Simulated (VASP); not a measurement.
# Na (Pmmn) in VASP: notebook

Na is run at these levels: PBEsol; tasks: single point.

Program: VASP 6.6.1. These are calculated values, not measurements. Logs are shortened: lines on timing, memory, paths and dates and some standing lists are left out, and cuts for length are marked.

## 1. The cell of the first run

Symmetry: Pmmn, No. 59, orthorhombic system. Conventional cell: a = 3.665 Å, b = 5.137 Å, c = 3.665 Å, α = 90.00°, β = 90.00°, γ = 90.00°. Na (site symmetry mm2) has 12 Na at 3.32 to 4.11 Å within 4.4 Å.

## 2. Single point, PBEsol

Input file INCAR:

```
SYSTEM = Na
  PREC = Accurate
  ENCUT = 520
  EDIFF = 1E-6
  ISMEAR = 0
  SIGMA = 0.15
  LREAL = .False.
  LASPH = .True.
  NELM = 80
  ALGO = Fast
  ISIF = 2
  LWAVE = .False.
  LCHARG = .False.
  GGA = PS
  NBANDS = 14
```

Input file KPOINTS:

```
regular mesh
0
Gamma
  12 12 10
  0 0 0
```

Input file POSCAR:

```
Na
1.0
    0.0000000000     -3.6649006073      0.0000000000
   -3.6649006073      0.0000000000      0.0000000000
    0.0000000000      0.0000000000     -5.1369399437
Na
2
Direct
    0.5000000000      0.6094671979      0.5000000000
    0.0000000000     -0.1094671979      0.0000000000
```

Potentials or basis: VASP PAW PBE potentials, release 64 (Na_pv).

Command:

```console
$ cat potpaw_PBE.64/Na_pv/POTCAR > POTCAR
$ mpirun -np 1 vasp_std > vasp.out
```

OUTCAR:

```text
SYSTEM = Na
   PREC = Accurate
   ENCUT = 520
   EDIFF = 1E-6
   ISMEAR = 0
   LREAL = .False.
   LASPH = .True.
   NELM = 80
   ISIF = 2
   GGA = PS

 ion  position               nearest neighbor table
   1  0.500  0.609  0.500-
   2  0.000  0.891  0.000-

  LATTYP: Found a simple tetragonal cell.
 ALAT       =     3.6649006073
 C/A-ratio  =     1.4016587335

  Lattice vectors:

 A1 = (   0.0000000000,  -3.6649006073,   0.0000000000)
 A2 = (  -3.6649006073,   0.0000000000,   0.0000000000)
 A3 = (   0.0000000000,   0.0000000000,  -5.1369399437)

Analysis of symmetry for initial positions (statically):
=====================================================================
 Subroutine PRICEL returns:
 Original cell was already a primitive cell.

 Routine SETGRP: Setting up the symmetry group for a
 simple tetragonal supercell.

 Subroutine GETGRP returns: Found  8 space group operations
 (whereof  4 operations were pure point group operations)
 out of a pool of 16 trial point group operations.

The static configuration has the point symmetry C_2v.
 The point group associated with its full space group is D_2h.

Analysis of symmetry for dynamics (positions and initial velocities):
=====================================================================
 Subroutine PRICEL returns:
 Original cell was already a primitive cell.

 Routine SETGRP: Setting up the symmetry group for a
 simple tetragonal supercell.

 Subroutine GETGRP returns: Found  8 space group operations
 (whereof  4 operations were pure point group operations)
 out of a pool of 16 trial point group operations.

The dynamic configuration has the point symmetry C_2v.
 The point group associated with its full space group is D_2h.

 Subroutine INISYM returns: Found  8 space group operations
 (whereof  4 operations are pure point group operations),
 and found     1 'primitive' translations

----------------------------------------------------------------------------------------

                                     Primitive cell

  volume of cell :      68.9968

  direct lattice vectors                    reciprocal lattice vectors
     0.000000000 -3.664900607  0.000000000     0.000000000 -0.272858696  0.000000000
    -3.664900607  0.000000000  0.000000000    -0.272858696  0.000000000  0.000000000
     0.000000000  0.000000000 -5.136939944     0.000000000  0.000000000 -0.194668423

  length of vectors
     3.664900607  3.664900607  5.136939944     0.272858696  0.272858696  0.194668423

  position of ions in fractional coordinates (direct lattice)
     0.500000000  0.609467198  0.500000000
     0.000000000  0.890532802  0.000000000

  ion indices of the primitive-cell ions
   primitive index   ion index
                 1           1
                 2           2

----------------------------------------------------------------------------------------

 KPOINTS: regular mesh

Automatic generation of k-mesh.
 Grid dimensions read from file:
 generate k-points for:   12   12   10

 Generating k-lattice:

  Cartesian coordinates                     Fractional coordinates (reciprocal lattice)
     0.000000000 -0.022738225  0.000000000     0.083333333  0.000000000  0.000000000
    -0.022738225  0.000000000  0.000000000     0.000000000  0.083333333  0.000000000
     0.000000000  0.000000000 -0.019466842     0.000000000  0.000000000  0.100000000

  Length of vectors
     0.022738225  0.022738225  0.019466842

  Shift w.r.t. Gamma in fractional coordinates (k-lattice)
     0.000000000  0.000000000  0.000000000

 Subroutine IBZKPT returns following result:
 ===========================================

 Found    294 irreducible k-points:

 Following reciprocal coordinates:
            Coordinates               Weight
  0.000000  0.000000  0.000000      1.000000
  0.083333  0.000000  0.000000      2.000000
  0.000000  0.083333  0.000000      2.000000
  0.166667  0.000000  0.000000      2.000000
  0.000000  0.166667  0.000000      2.000000
  0.250000  0.000000  0.000000      2.000000
[... 16 lines left out ...]
  0.500000  0.083333  0.000000      2.000000
 -0.083333  0.500000  0.000000      2.000000
 [... further k-points ...]
   k-points           NKPTS =    294   k-points in BZ     NKDIM =    294   number of bands    NBANDS=     14
   number of dos      NEDOS =    301   number of ions     NIONS =      2
   total plane-waves  NPLWV =  31360
   dimension x,y,z NGX =    28 NGY =   28 NGZ =   40
   dimension x,y,z NGXF=    56 NGYF=   56 NGZF=   80
   ions per type =               2
   NGX,Y,Z   is equivalent  to a cutoff of  12.70, 12.70, 12.95 a.u.
   NGXF,Y,Z  is equivalent  to a cutoff of  25.40, 25.40, 25.89 a.u.
 SYSTEM =  Na
   PREC   = accura    normal or accurate (medium, high low for compatibility)
   ISTART =      0    job   : 0-new  1-cont  2-samecut
   ICHARG =      2    charge: 1-file 2-atom 10-const
   ISPIN  =      1    spin polarized calculation?
   LNONCOLLINEAR =      F non collinear calculations
   LSORBIT =      F    spin-orbit coupling
   LASPH  =      T    aspherical Exc in radial PAW
   ENCUT  =  520.0 eV  38.22 Ry    6.18 a.u.   6.81  6.81  9.55*2*pi/ulx,y,z
   NELM   =     80;   NELMIN=  2; NELMDL= -5     # of ELM steps
   EDIFF  = 0.1E-05   stopping-criterion for ELM
   LREAL  =      F    real-space projection
   EDIFFG = 0.1E-04   stopping-criterion for IOM
   NSW    =      0    number of steps for IOM
   IBRION =     -1    ionic relax: 0-MD 1-quasi-New 2-CG
   NFREE  =      0    steps in history (QN), initial steepest desc. (CG)
   ISIF   =      2    stress and relaxation
   ISYM   =      2    0-nonsym 1-usesym 2-fastsym
   POTIM  = 0.5000    time-step for ionic-motion
   TEBEG  =    0.0;   TEEND  =   0.0 temperature during run
   PSTRESS=    0.0 pullay stress
   NELECT =      14.0000    total number of electrons
   NUPDOWN=      -1.0000    fix difference up-down
   EMIN   =  10.00;   EMAX   =-10.00  energy-range for DOS
   EFERMI =   0.00;   METHOD = LEGACY
   ISMEAR =     0;   SIGMA  =   0.15  broadening in eV -4-tet -1-fermi 0-gaus
   EFERMI_NEDOS =   21; number of points for ismear=-14 and -15
   IALGO  =     68    algorithm
   IMIX   =      4    mixing-type and parameters
     AMIX     =   0.40;   BMIX     =  1.00
     AMIX_MAG =   1.60;   BMIX_MAG =  1.00
  volume/ion in A,a.u.               =      34.50       232.81
  Fermi-wavevector in a.u.,A,eV,Ry     =   0.961999  1.817914 12.591400  0.925442
  Thomas-Fermi vector in A             =   2.091420
   LORBIT       =      0    0 simple, 1 ext, 2 COOP (PROOUT), +10 PAW based schemes
   GGA     = PS    functional components
   LHFCALC =     F    Hartree Fock is set to
   AEXX    =    0.0000 exact exchange contribution
   IVDW    =     0    specifies the selected vdW correction
   LEPSILON=     F    determine dielectric tensor
   LRPA    =     F    only Hartree local field effects (RPA)
 non-spin polarized calculation
 RMM-DIIS sequential band-by-band and
 Gauss-broadening in eV      SIGMA  =   0.15
  energy-cutoff  :      520.00
  volume of cell :       69.00
 maximum number of plane-waves:      1886
   NGX = 13   NGY = 13   NGZ = 19

 number of electron      14.0000027 magnetization

 Free energy of the ion-electron system (eV)
  ---------------------------------------------------
  ext. energy  EPLUGINS =         0.00000000
  ---------------------------------------------------
  free energy    TOTEN  =        -2.67833922 eV

  energy without entropy =       -2.66765458  energy(sigma->0) =       -2.67299690

 E-fermi :   0.5206     XC(G=0):  -6.6888

 val. band max:        0.5111218855   @ k =  -0.3333   0.4167   0.2000
 cond. band min:       0.5240706656   @ k =   0.4167   0.0833   0.5000
 fundamental gap:      0.0129487801
 Fermi energy:         0.5205814485

 k-point     1 :       0.0000    0.0000    0.0000
  band No.  band energies     occupation
      1     -24.3498      2.00000
      2     -24.3071      2.00000
      3     -24.2858      2.00000
      4     -24.2810      2.00000
      5     -24.2776      2.00000
      6     -24.2774      2.00000
      7      -2.9130      2.00000
      8       2.4083      0.00000
      9       3.0137      0.00000
     10       7.1046      0.00000
     11       7.8318      0.00000
     12       7.9437      0.00000
     13       9.4203      0.00000
     14      11.9231      0.00000

 k-point     2 :       0.0833    0.0000    0.0000
  band No.  band energies     occupation
      1     -24.3484      2.00000
      2     -24.3084      2.00000
      3     -24.2865      2.00000
      4     -24.2807      2.00000
      5     -24.2788      2.00000
      6     -24.2785      2.00000
      7      -2.8323      2.00000
      8       2.4769      0.00000
      9       3.0760      0.00000
     10       6.1731      0.00000
     11       7.8849      0.00000
     12       8.2419      0.00000
     13      10.2358      0.00000
     14      10.8493      0.00000

 k-point     3 :       0.0000    0.0833    0.0000
  band No.  band energies     occupation
      1     -24.3494      2.00000
      2     -24.3069      2.00000
      3     -24.2874      2.00000
      4     -24.2826      2.00000
      5     -24.2776      2.00000
      6     -24.2775      2.00000
      7      -2.8325      2.00000
      8       2.4773      0.00000
      9       3.0844      0.00000
     10       6.1063      0.00000
     11       8.0086      0.00000
     12       8.1905      0.00000
     13      10.2090      0.00000
     14      11.0085      0.00000

 k-point     4 :       0.1667    0.0000    0.0000
  band No.  band energies     occupation
      1     -24.3444      2.00000
      2     -24.3118      2.00000
      3     -24.2902      2.00000
      4     -24.2817      2.00000
      5     -24.2804      2.00000
      6     -24.2801      2.00000
      7      -2.5909      2.00000
      8       2.6831      0.00000
      9       3.2170      0.00000
     10       4.8872      0.00000
     11       8.0235      0.00000
     12       8.5349      0.00000
     13       9.4117      0.00000
     14      10.8410      0.00000

 k-point     5 :       0.0000    0.1667    0.0000
  band No.  band energies     occupation
      1     -24.3481      2.00000
      2     -24.3062      2.00000
      3     -24.2916      2.00000
      4     -24.2869      2.00000
      5     -24.2779      2.00000
      6     -24.2775      2.00000
      7      -2.5916      2.00000
      8       2.6848      0.00000
      9       3.2705      0.00000
     10       4.7573      0.00000
     11       8.2036      0.00000
[... 276 lines left out ...]
 k-point    22 :      -0.0833    0.4167    0.0000
  band No.  band energies     occupation
      1     -24.3421      2.00000
      2     -24.3098      2.00000
      3     -24.3034      2.00000
      4     -24.3022      2.00000
      5     -24.2804      2.00000
      6     -24.2789      2.00000
      7      -0.8608      2.00000
      8       0.9676      0.00002
      9       4.2111      0.00000
     10       5.0759      0.00000
     11       5.9279      0.00000
     12       6.7430      0.00000
     13       8.4831      0.00000
     14      10.1079      0.00000

 k-point    23 :       0.5000    0.0833    0.0000
  band No.  band energies     occupation
      1     -24.3189      2.00000
      2     -24.3189      2.00000
      3     -24.3111      2.00000
      4     -24.3111      2.00000
      5     -24.2802      2.00000
      6     -24.2802      2.00000
      7      -0.0170      2.00000
      8      -0.0170      2.00000
      9       4.9739      0.00000
     10       4.9739      0.00000
     11       5.9704      0.00000
     12       5.9704      0.00000
     13       9.1565      0.00000
     14       9.1565      0.00000

 k-point    24 :      -0.0833    0.5000    0.0000
  band No.  band energies     occupation
      1     -24.3416      2.00000
      2     -24.3110      2.00000
      3     -24.3046      2.00000
      4     -24.3026      2.00000
      5     -24.2806      2.00000
      6     -24.2789      2.00000
      7      -0.0747      2.00000
      8       0.0469      1.99999
      9       4.8579      0.00000
     10       5.1355      0.00000
     11       5.8632      0.00000
     12       5.8787      0.00000
     13       8.9324      0.00000
     14       9.4964      0.00000

 [... further k-points ...]
[... 5 lines left out ...]
  --------------------------------------------------------------------------------------
  -------------------------------------------------------------------------------------
  Total       -0.1460316      0.4750029      0.7209949      0.0000000      0.0000000      0.0000000
  in kB       -3.3910058     11.0300609     16.7422528      0.0000000      0.0000000      0.0000000
  external PRESSURE =       8.1271026 kB  Pullay stress =       0.0000000 kB

 VOLUME and BASIS-vectors are now :
 -----------------------------------------------------------------------------
  energy-cutoff  :      520.00
  volume of cell :       69.00
      direct lattice vectors                 reciprocal lattice vectors
     0.000000000 -3.664900607  0.000000000     0.000000000 -0.272858696  0.000000000
    -3.664900607  0.000000000  0.000000000    -0.272858696  0.000000000  0.000000000
     0.000000000  0.000000000 -5.136939944     0.000000000  0.000000000 -0.194668423

 POSITION                                       TOTAL-FORCE (eV/Angst)
 -----------------------------------------------------------------------------------
     -2.23364     -1.83245     -2.56847         0.257768      0.000000      0.000000
     -3.26371      0.00000      0.00000        -0.257768      0.000000      0.000000
 -----------------------------------------------------------------------------------
    total drift:                               -0.000000     -0.000000     -0.000000

  FREE ENERGIE OF THE ION-ELECTRON SYSTEM (eV)
  ---------------------------------------------------
  free  energy   TOTEN  =        -2.6783392214 eV

  energy  without entropy=       -2.6676545810  energy(sigma->0) =       -2.67299690
```

Run time: 77 s. Hardware: 1 thread of Intel Xeon 6975P-C (Granite Rapids), shared host; peak memory 0.32 GiB.

What came out:

```yaml
Free_energy: -2.6783 eV
Pressure: 0.8 GPa
Largest_force: 0.258 eV/Å
Band_gap_on_the_k_mesh: zero (band 7 reaches 3.45 eV, above the bottom of band 8 at -1.46 eV)
```

Forces in eV/Å, atoms in the order of the input:
```
Na   0.258  0.000  0.000
Na  -0.258  0.000  0.000
```

Stress tensor (GPa, compression positive):
```
-0.34  0.00  0.00
 0.00  1.10  0.00
 0.00  0.00  1.67
```

Caveat: the PAW data sets were made with another functional, which shifts forces and pressure a little.

## 3. Single point, PBEsol

This run uses another cell than the first one, of 35.39 Å³/atom, 1.026 times its volume.

Input file INCAR:

```
SYSTEM = Na
PREC = Accurate
ENCUT = 520
EDIFF = 1E-6
ISMEAR = 0
SIGMA = 0.15
LREAL = .FALSE.
LASPH = .TRUE.
NELM = 60
ALGO = Fast
ISIF = 2
LWAVE = .FALSE.
LCHARG = .FALSE.
GGA = PS
NBANDS = 14
```

Input file KPOINTS:

```
regular mesh
0
G
  12 12 10
  0 0 0
```

Input file POSCAR:

```
Na
1.0
    0.0000000000     -3.6962086161      0.0000000000
   -3.6962086161      0.0000000000      0.0000000000
    0.0000000000      0.0000000000     -5.1808230877
Na
2
Direct
    0.5000000000      0.6642007968      0.5000000000
    0.0000000000     -0.1642007968      0.0000000000
```

Potentials or basis: VASP PAW PBE potentials, release 64 (Na_pv).

Command:

```console
$ cat potpaw_PBE.64/Na_pv/POTCAR > POTCAR
$ mpirun -np 1 vasp_std > vasp.out
```

Run time: 82 s. Hardware: 1 thread of Intel Xeon 6975P-C (Granite Rapids), shared host; peak memory 0.32 GiB.

The run converged. Its results:

```
Free energy            : -2.5862 eV
Pressure               : 0.8 GPa
Largest force          : 0.226 eV/Å
Band gap on the k mesh : zero (band 7 reaches 3.25 eV, above the bottom of band 8 at -1.50 eV)
```

Forces in eV/Å, atoms in the order of the input:
```
Na   0.226  0.000  0.000
Na  -0.226  0.000  0.000
```

Stress tensor (GPa, compression positive):
```
-1.19  0.00  0.00
 0.00  1.30  0.00
 0.00  0.00  2.37
```

Levels at points of the mesh, in eV from the Fermi level:
```tsv
k point	band 3	band 4	band 5	band 6	band 7	band 8	band 9	band 10	band 11	band 12
(0.00, 0.00, 0.00)	-24.88	-24.87	-24.87	-24.87	-3.38	1.84	2.47	6.73	7.11	7.28
(0.50, 0.00, 0.00)	-24.91	-24.91	-24.87	-24.87	-0.61	-0.61	4.29	4.29	5.33	5.33
(0.00, 0.50, 0.00)	-24.90	-24.89	-24.87	-24.87	-0.70	-0.50	4.14	4.52	5.13	5.20
(0.50, 0.50, 0.00)	-24.91	-24.91	-24.89	-24.89	1.90	1.90	2.20	2.20	6.38	6.38
(0.00, 0.00, 0.50)	-24.89	-24.89	-24.87	-24.87	-1.95	-1.95	7.60	7.60	8.24	8.24
(0.50, 0.00, 0.50)	-24.87	-24.87	-24.87	-24.87	0.51	0.51	1.06	1.06	9.91	9.91
(0.00, 0.50, 0.50)	-24.89	-24.89	-24.89	-24.89	0.64	0.64	0.90	0.90	10.06	10.06
(0.50, 0.50, 0.50)	-24.89	-24.89	-24.87	-24.87	2.81	2.81	3.31	3.31	3.33	3.33
```

Caveat: the PAW data sets were made with another functional, which shifts forces and pressure a little.

[end of part 1 of 2]
